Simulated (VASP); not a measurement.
Hf2Sc: single point with PBE

The system is Hf2Sc.

```
CELL_PARAMETERS angstrom
5.01017 0.00000 0.00000
-2.50508 4.33893 0.00000
0.00000 0.00000 3.10212
ATOMIC_POSITIONS crystal
Hf 0.33333 0.66667 0.50000
Hf 0.66667 0.33333 0.50000
Sc 0.00000 0.00000 0.00000
```

| Property | Result |
| --- | --- |
| Program | VASP 6.6.1 |
| Task | single point |
| Functional | PBE |
| Potentials or basis | VASP PAW PBE potentials, release 64 (Hf_pv, Sc_sv) |
| Cutoff | 520 eV |
| k mesh | 6 × 6 × 4 |
| Occupations | gaussian, width 0.1 eV |
| Spin | no spin polarisation |

The pressure is -0.2 GPa.

Stress tensor (GPa, compression positive):
```
-0.22  0.00  0.00
 0.00 -0.22  0.00
 0.00  0.00 -0.15
```

Levels at points of the mesh, in eV from the Fermi level:
| k point | band 13 | band 14 | band 15 | band 16 | band 17 | band 18 | band 19 | band 20 |
| --- | --- | --- | --- | --- | --- | --- | --- | --- |
| (0.00, 0.00, 0.00) | -0.45 | -0.42 | -0.42 | -0.03 | -0.03 | 1.62 | 2.31 | 2.31 |
| (0.50, 0.00, 0.00) | -2.64 | -0.22 | -0.14 | 0.11 | 0.92 | 1.15 | 1.44 | 1.93 |
| (0.00, 0.00, 0.50) | -1.86 | -1.22 | -0.88 | -0.88 | 1.52 | 1.52 | 2.13 | 2.13 |
| (0.50, 0.00, 0.50) | -1.75 | -0.53 | -0.51 | -0.48 | 0.63 | 1.19 | 1.70 | 1.87 |

Wall time 15 s on 1 thread of Intel(R) Xeon(R) 6975P-C (Granite Rapids), with other jobs on the host, peak memory 0.2 GiB.

Caveat: the k points lie up to 0.51 Å⁻¹ apart; spin-orbit coupling is left out, which moves the levels of the heavy elements.
